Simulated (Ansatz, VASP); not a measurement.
## Two plane-wave programs on SnO2

INCAR

```
ALGO = Normal ; EDIFF = 1E-6
ENCUT = 520 ; GGA = PE
ISIF = 2 ; ISMEAR = 0
IVDW = 12 ; LASPH = True
LCHARG = False ; LREAL = False
LWAVE = False ; NBANDS = 20
NELM = 60 ; PREC = Accurate
SIGMA = 0.05
```

Contents of KPOINTS:

```
k-points
0
Gamma
  12 12 12
```

The input POSCAR:

```
SnO2
1.0
    1.6170930752      0.9242928311      4.8005925840
   -1.6170930752      0.9242928311      4.8005925840
    0.0000000000     -1.8485856621      4.8005925840
Sn O
1 2
Direct
    0.5000000000      0.5000000000      0.5000000000
    0.2371700000      0.2371700000      0.2371700000
    0.7628300000      0.7628300000      0.7628300000
```

Input for Ansatz:

```yaml
crystal:
  lattice:
    - [1.6170930752, 0.9242928311, 4.800592584]
    - [-1.6170930752, 0.9242928311, 4.800592584]
    - [0.0, -1.8485856621, 4.800592584]
  atoms:
    - { symbol: Sn, position: [0.5, 0.5, 0.5] }
    - { symbol: O, position: [0.23717, 0.23717, 0.23717] }
    - { symbol: O, position: [0.76283, 0.76283, 0.76283] }
basis:
  ecutwfc: 420
kpoints:
  mp_grid: { grid: [12, 12, 12] }
hamiltonian:
  xc: pbe
  dispersion: d3bj
scf:
  occupations: { method: gaussian, width: 0.05 }
output:
  forces: true
  stress: true
  eigenvalues: true
```

Change from the starting cell: strain -0.0100 x Voigt [0, 1, 0, 0, 0, 0], atoms carried along.

Alike in both runs: task single point; functional PBE; dispersion D3(BJ); k mesh 12 × 12 × 12; occupations gaussian, width 0.05 eV; no spin polarisation.

|  | VASP | Ansatz |
| --- | --- | --- |
| version | VASP 6.6.1 | Ansatz 0.2.0 |
| potentials or method | VASP PAW PBE potentials, release 64 (Sn_d, O), cutoff 520 eV | scalar-relativistic, plane waves, PAW |
| valence electrons in the cell | 26 | 26 |

|  | VASP | Ansatz | Ansatz less VASP |
| --- | --- | --- | --- |
| gap on the k mesh at the Fermi level (eV) | 2.00 | 2.03 | +0.023 |
| least direct gap on the mesh (eV) | 2.14 | 2.16 | +0.019 |
| pressure (GPa) | -0.4 | -1.0 | -0.55 |
| traceless stress, the component that is largest in VASP (GPa) | 1.80 | 1.61 | -0.188 |
| rms of the force components (eV/Å) | 0.011 | 0.014 | +0.0030 |

Atom by atom the forces differ by 0.024 eV/Å (rms over components).
